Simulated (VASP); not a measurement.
# NaCd4P3 (R-3m) in VASP: notebook

The runs below take NaCd4P3 through single point, with PBE.

All numbers are computed with VASP 6.6.1; they aren't measurements. Logs are shortened: lines on timing, memory, paths and dates and some standing lists are left out, and cuts for length are marked.

**1. The cell of the first run**

It takes space group R-3m (No. 166, trigonal). The conventional cell has a = 4.340 Å, b = 4.340 Å, c = 32.818 Å, α = 90.00°, β = 90.00°, γ = 120.00°. Within 4.0 Å of Na (site symmetry -3m) lie 6 P at 3.07 Å and 6 Cd at 3.42 Å. Cd (site symmetry 3m) has 4 P at 2.57 to 3.14 Å and 3 Cd at 3.22 Å within 3.4 Å. Within 3.4 Å of Cd (site symmetry 3m) lie 4 P at 2.58 to 2.75 Å and 6 Cd at 3.22 to 3.37 Å. P (site symmetry 3m) has 4 Cd at 2.57 to 2.58 Å and 3 Na at 3.07 Å within 3.4 Å. Within 3.6 Å of P (site symmetry -3m) lie 8 Cd at 2.75 to 3.14 Å.

**2. Single point, PBE**

The input, INCAR:

```
SYSTEM = NaCd4P3
PREC = Accurate ; ENCUT = 520
EDIFF = 1E-7 ; ISMEAR = -1
SIGMA = 0.1 ; LREAL = .FALSE.
LASPH = .TRUE. ; NELM = 80
ALGO = Normal ; ISIF = 2
LWAVE = .FALSE. ; LCHARG = .FALSE.
GGA = PE ; NBANDS = 45
```

The input, KPOINTS:

```
regular mesh
0
G
  5 5 5
  0 0 0
```

The input, POSCAR:

```
NaCd4P3
1.0
    2.1701990000      3.7588880000      0.0000000000
   -2.1701990000      3.7588880000      0.0000000000
    0.0000000000     -2.5059250000     10.9391740000
Na Cd P
1 4 3
Direct
    0.5000000000      0.5000000000      0.5000000000
    0.0956800000      0.0956800000      0.2870400000
    0.9043200000      0.9043200000      0.7129600000
    0.2990800000      0.2990800000      0.8972400000
    0.7009200000      0.7009200000      0.1027600000
    0.2205300000      0.2205300000      0.6615900000
    0.7794700000      0.7794700000      0.3384100000
    0.0000000000      0.0000000000      0.0000000000
```

Potentials or basis: VASP PAW PBE potentials, release 64 (Na_pv, Cd, P).

Run with:

```sh
$ cat potpaw_PBE.64/Na_pv/POTCAR potpaw_PBE.64/Cd/POTCAR potpaw_PBE.64/P/POTCAR > POTCAR
$ mpirun -np 1 vasp_std > vasp.out
```

OUTCAR:

```text
SYSTEM = NaCd4P3
   PREC = Accurate
   ENCUT = 520
   EDIFF = 1E-7
   ISMEAR = -1
   LREAL = .FALSE.
   LASPH = .TRUE.
   NELM = 80
   ISIF = 2
   GGA = PE

 ion  position               nearest neighbor table
   1  0.500  0.500  0.500-
   2  0.096  0.096  0.287-   7 2.57   7 2.57   7 2.57   8 3.14   5 3.22   5 3.22   5 3.22
   3  0.904  0.904  0.713-   6 2.57   6 2.57   6 2.57   8 3.14   4 3.22   4 3.22   4 3.22
   4  0.299  0.299  0.897-   6 2.58   8 2.75   8 2.75   8 2.75   3 3.22   3 3.22   3 3.22   5 3.37
                             5 3.37   5 3.37
   5  0.701  0.701  0.103-   7 2.58   8 2.75   8 2.75   8 2.75   2 3.22   2 3.22   2 3.22   4 3.37
                             4 3.37   4 3.37
   6  0.221  0.221  0.662-   3 2.57   3 2.57   3 2.57   4 2.58
   7  0.779  0.779  0.338-   2 2.57   2 2.57   2 2.57   5 2.58
   8  0.000  0.000  0.000-   4 2.75   5 2.75   5 2.75   5 2.75   4 2.75   4 2.75   2 3.14   3 3.14

  LATTYP: Found a trigonal (rhomboedric) cell.
 ALAT       =    11.2225312555
 COS(alpha) =     0.9252093226

  Lattice vectors:

 A1 = (   2.1701990000,   1.2529630000,  10.9391740000)
 A2 = (  -2.1701990000,   1.2529630000,  10.9391740000)
 A3 = (   0.0000000000,  -2.5059250000,  10.9391740000)

Analysis of symmetry for initial positions (statically):
=====================================================================
 Subroutine PRICEL returns:
 Original cell was already a primitive cell.

 Routine SETGRP: Setting up the symmetry group for a
 trigonal (rhombohedral) supercell.

 Subroutine GETGRP returns: Found 12 space group operations
 (whereof 12 operations were pure point group operations)
 out of a pool of 12 trial point group operations.

The static configuration has the point symmetry D_3d.

Analysis of symmetry for dynamics (positions and initial velocities):
=====================================================================
 Subroutine PRICEL returns:
 Original cell was already a primitive cell.

 Routine SETGRP: Setting up the symmetry group for a
 trigonal (rhombohedral) supercell.

 Subroutine GETGRP returns: Found 12 space group operations
 (whereof 12 operations were pure point group operations)
 out of a pool of 12 trial point group operations.

The dynamic configuration has the point symmetry D_3d.

 Subroutine INISYM returns: Found 12 space group operations
 (whereof 12 operations are pure point group operations),
 and found     1 'primitive' translations

----------------------------------------------------------------------------------------

                                     Primitive cell

  volume of cell :     178.4734

  direct lattice vectors                    reciprocal lattice vectors
     2.170199000  3.758888000  0.000000000     0.230393618  0.133018063  0.030471523
    -2.170199000  3.758888000  0.000000000    -0.230393618  0.133018063  0.030471523
     0.000000000 -2.505925000 10.939174000     0.000000000  0.000000000  0.091414580

  length of vectors
     4.340391998  4.340391998 11.222530370     0.267775163  0.267775163  0.091414580

  position of ions in fractional coordinates (direct lattice)
     0.500000000  0.500000000  0.500000000
     0.095680000  0.095680000  0.287040000
     0.904320000  0.904320000  0.712960000
     0.299080000  0.299080000  0.897240000
     0.700920000  0.700920000  0.102760000
     0.220530000  0.220530000  0.661590000
     0.779470000  0.779470000  0.338410000
     0.000000000  0.000000000  0.000000000

  ion indices of the primitive-cell ions
   primitive index   ion index
                 1           1
                 2           2
                 3           3
                 4           4
                 5           5
                 6           6
                 7           7
                 8           8

----------------------------------------------------------------------------------------

 KPOINTS: regular mesh

Automatic generation of k-mesh.
 Grid dimensions read from file:
 generate k-points for:    5    5    5

 Generating k-lattice:

  Cartesian coordinates                     Fractional coordinates (reciprocal lattice)
     0.046078724  0.026603613  0.006094305     0.200000000 -0.000000000  0.000000000
    -0.046078724  0.026603613  0.006094305    -0.000000000  0.200000000  0.000000000
     0.000000000  0.000000000  0.018282916     0.000000000  0.000000000  0.200000000

  Length of vectors
     0.053555033  0.053555033  0.018282916

  Shift w.r.t. Gamma in fractional coordinates (k-lattice)
     0.000000000  0.000000000  0.000000000

 Subroutine IBZKPT returns following result:
 ===========================================

 Found     19 irreducible k-points:

 Following reciprocal coordinates:
            Coordinates               Weight
  0.000000  0.000000  0.000000      1.000000
  0.200000  0.000000  0.000000      6.000000
  0.400000  0.000000 -0.000000      6.000000
  0.200000  0.200000 -0.000000      6.000000
  0.400000  0.200000 -0.000000     12.000000
 -0.400000  0.200000  0.000000     12.000000
[... 11 lines left out ...]
  0.000000  0.000000  0.400000      2.000000
  0.200000  0.000000  0.400000      6.000000
   k-points           NKPTS =     19   k-points in BZ     NKDIM =     19   number of bands    NBANDS=     45
   number of dos      NEDOS =    301   number of ions     NIONS =      8
   total plane-waves  NPLWV =  86016
   dimension x,y,z NGX =    32 NGY =   32 NGZ =   84
   dimension x,y,z NGXF=    64 NGYF=   64 NGZF=  168
   ions per type =               1   4   3
   NGX,Y,Z   is equivalent  to a cutoff of  12.26, 12.26, 12.44 a.u.
   NGXF,Y,Z  is equivalent  to a cutoff of  24.51, 24.51, 24.89 a.u.
 SYSTEM =  NaCd4P3
   PREC   = accura    normal or accurate (medium, high low for compatibility)
   ISTART =      0    job   : 0-new  1-cont  2-samecut
   ICHARG =      2    charge: 1-file 2-atom 10-const
   ISPIN  =      1    spin polarized calculation?
   LNONCOLLINEAR =      F non collinear calculations
   LSORBIT =      F    spin-orbit coupling
   LASPH  =      T    aspherical Exc in radial PAW
   ENCUT  =  520.0 eV  38.22 Ry    6.18 a.u.   8.07  8.07 20.87*2*pi/ulx,y,z
   NELM   =     80;   NELMIN=  2; NELMDL= -5     # of ELM steps
   EDIFF  = 0.1E-06   stopping-criterion for ELM
   LREAL  =      F    real-space projection
   EDIFFG = 0.1E-05   stopping-criterion for IOM
   NSW    =      0    number of steps for IOM
   IBRION =     -1    ionic relax: 0-MD 1-quasi-New 2-CG
   NFREE  =      0    steps in history (QN), initial steepest desc. (CG)
   ISIF   =      2    stress and relaxation
   ISYM   =      2    0-nonsym 1-usesym 2-fastsym
   POTIM  = 0.5000    time-step for ionic-motion
   TEBEG  =    0.0;   TEEND  =   0.0 temperature during run
   PSTRESS=    0.0 pullay stress
   NELECT =      70.0000    total number of electrons
   NUPDOWN=      -1.0000    fix difference up-down
   EMIN   =  10.00;   EMAX   =-10.00  energy-range for DOS
   EFERMI =   0.00;   METHOD = LEGACY
   ISMEAR =    -1;   SIGMA  =   0.10  broadening in eV -4-tet -1-fermi 0-gaus
   EFERMI_NEDOS =   21; number of points for ismear=-14 and -15
   IALGO  =     38    algorithm
   IMIX   =      4    mixing-type and parameters
     AMIX     =   0.40;   BMIX     =  1.00
     AMIX_MAG =   1.60;   BMIX_MAG =  1.00
  volume/ion in A,a.u.               =      22.31       150.55
  Fermi-wavevector in a.u.,A,eV,Ry     =   1.198348  2.264550 19.538488  1.436038
  Thomas-Fermi vector in A             =   2.334239
   LORBIT       =      0    0 simple, 1 ext, 2 COOP (PROOUT), +10 PAW based schemes
   GGA     = PE    functional components
[... 5 lines left out ...]
 non-spin polarized calculation
  energy-cutoff  :      520.00
  volume of cell :      178.47
 maximum number of plane-waves:      4831
   NGX = 17   NGY = 17   NGZ = 41

 number of electron      70.0000017 magnetization

 Free energy of the ion-electron system (eV)
  ---------------------------------------------------
  ext. energy  EPLUGINS =         0.00000000
  ---------------------------------------------------
  free energy    TOTEN  =       -21.67380442 eV

  energy without entropy =      -21.65769953  energy(sigma->0) =      -21.66575198

 E-fermi :   3.0926     XC(G=0):  -9.7185

 val. band max:        2.9953644375   @ k =   0.0000   0.0000   0.0000
 cond. band min:       3.1570123996   @ k =   0.0000   0.0000   0.2000
 fundamental gap:      0.1616479621
 Fermi energy:         3.0926449577

 k-point     1 :       0.0000    0.0000    0.0000
  band No.  band energies     occupation
      1     -20.9658      2.00000
      2     -20.9514      2.00000
      3     -20.9513      2.00000
      4      -8.2567      2.00000
      5      -7.8547      2.00000
      6      -7.8341      2.00000
[... 37 lines left out ...]
     44       7.5683      0.00000
     45       7.7303      0.00000

 k-point     2 :       0.2000    0.0000    0.0000
  band No.  band energies     occupation
      1     -20.9653      2.00000
      2     -20.9538      2.00000
      3     -20.9519      2.00000
      4      -8.0805      2.00000
      5      -7.7665      2.00000
      6      -7.7296      2.00000
[... 37 lines left out ...]
     44       7.6168      0.00000
     45       8.1342      0.00000

 k-point     3 :       0.4000    0.0000   -0.0000
  band No.  band energies     occupation
      1     -20.9645      2.00000
      2     -20.9576      2.00000
      3     -20.9528      2.00000
      4      -7.8213      2.00000
      5      -7.6260      2.00000
      6      -7.5876      2.00000
[... 757 lines left out ...]
     44       7.4389      0.00000
     45       7.8666      0.00000

 k-point    19 :       0.2000    0.0000    0.4000
  band No.  band energies     occupation
      1     -20.9653      2.00000
      2     -20.9538      2.00000
      3     -20.9519      2.00000
      4      -8.0418      2.00000
      5      -7.8640      2.00000
      6      -7.6736      2.00000
[... 37 lines left out ...]
     44       7.9987      0.00000
     45       8.4032      0.00000

------------------------ aborting loop because EDIFF is reached ----------------------------------------

  FORCE on cell =-STRESS in cart. coord.  units (eV):
  Direction    XX          YY          ZZ          XY          YZ          ZX
  --------------------------------------------------------------------------------------
  -------------------------------------------------------------------------------------
  Total        2.5500908      2.5500814      2.7456250      0.0000000      0.0000001      0.0000000
  in kB       22.8924757     22.8923913     24.6478100      0.0000000      0.0000008      0.0000000
  external PRESSURE =      23.4775590 kB  Pullay stress =       0.0000000 kB

 VOLUME and BASIS-vectors are now :
 -----------------------------------------------------------------------------
  energy-cutoff  :      520.00
  volume of cell :      178.47
      direct lattice vectors                 reciprocal lattice vectors
     2.170199000  3.758888000  0.000000000     0.230393618  0.133018063  0.030471523
    -2.170199000  3.758888000  0.000000000    -0.230393618  0.133018063  0.030471523
     0.000000000 -2.505925000 10.939174000     0.000000000  0.000000000  0.091414580

 POSITION                                       TOTAL-FORCE (eV/Angst)
 -----------------------------------------------------------------------------------
      0.00000      2.50593      5.46959        -0.000000      0.000000      0.000000
      0.00000      0.00000      3.13998         0.000000      0.000000      0.103781
      0.00000      5.01185      7.79919         0.000000     -0.000000     -0.103781
      0.00000      0.00000      9.81506         0.000000      0.000000      0.111383
      0.00000      5.01185      1.12411         0.000000     -0.000000     -0.111383
      0.00000      0.00000      7.23725         0.000000     -0.000000     -0.093205
      0.00000      5.01185      3.70193         0.000000      0.000000      0.093205
      0.00000      0.00000      0.00000         0.000000      0.000000      0.000000
 -----------------------------------------------------------------------------------
    total drift:                               -0.000000      0.000000      0.000000

  FREE ENERGIE OF THE ION-ELECTRON SYSTEM (eV)
  ---------------------------------------------------
  free  energy   TOTEN  =       -21.6738044158 eV

  energy  without entropy=      -21.6576995342  energy(sigma->0) =      -21.66575198
```

It took 3.8 min on 1 thread of Oxide Virtual Turin-like, shared host; peak memory 0.31 GiB.

What came out:

* Free energy: -21.6738 eV
* Pressure: 2.3 GPa
* Largest force: 0.111 eV/Å
* Band gap on the k mesh: zero (filled and empty bands touch)

Forces on the atoms (eV/Å):
```
Na   0.000  0.000  0.000
Cd   0.000  0.000  0.104
Cd   0.000  0.000 -0.104
Cd   0.000  0.000  0.111
Cd   0.000  0.000 -0.111
P    0.000  0.000 -0.093
P    0.000  0.000  0.093
P    0.000  0.000  0.000
```

**3. Single point, PBE**

The input, INCAR:

```
PREC = Accurate ; ENCUT = 520
EDIFF = 1E-7 ; ISMEAR = -4
SIGMA = 0.1 ; LREAL = F
LASPH = T ; NELM = 80
ALGO = Normal ; ISIF = 2
LWAVE = F ; LCHARG = F
GGA = PE ; NBANDS = 45
```

The input, KPOINTS:

```
Automatic mesh
0
Gamma
  5 5 5
```

POSCAR is that of step 2.

Potentials or basis: VASP PAW PBE potentials, release 64 (Na_pv, Cd, P).

Run with:

```sh
$ cat potpaw_PBE.64/Na_pv/POTCAR potpaw_PBE.64/Cd/POTCAR potpaw_PBE.64/P/POTCAR > POTCAR
$ mpirun -np 1 vasp_std > vasp.out
```

It took 2.3 min on 1 thread of Oxide Virtual Turin-like, shared host; peak memory 0.31 GiB.

It converged, with:

| Quantity | Value |
| --- | --- |
| Free energy | -21.6656 eV |
| Pressure | 2.3 GPa |
| Largest force | 0.113 eV/Å |
| Band gap on the k mesh | zero (filled and empty bands touch) |

Forces in eV/Å, atoms in the order of the input:
```
Na   0.000  0.000  0.000
Cd   0.000  0.000  0.113
Cd   0.000  0.000 -0.113
Cd   0.000  0.000  0.086
Cd   0.000  0.000 -0.086
P    0.000  0.000 -0.083
P    0.000  0.000  0.083
P    0.000  0.000  0.000
```

Stress tensor (GPa, compression positive):
```
2.26 0.00 0.00
0.00 2.26 0.00
0.00 0.00 2.48
```

Levels at points of the mesh, in eV from the Fermi level:
```tsv
k point	band 33	band 34	band 35	band 36	band 37	band 38
(0.00, 0.00, 0.00)	-0.24	-0.04	0.00	0.00	0.73	1.13
```
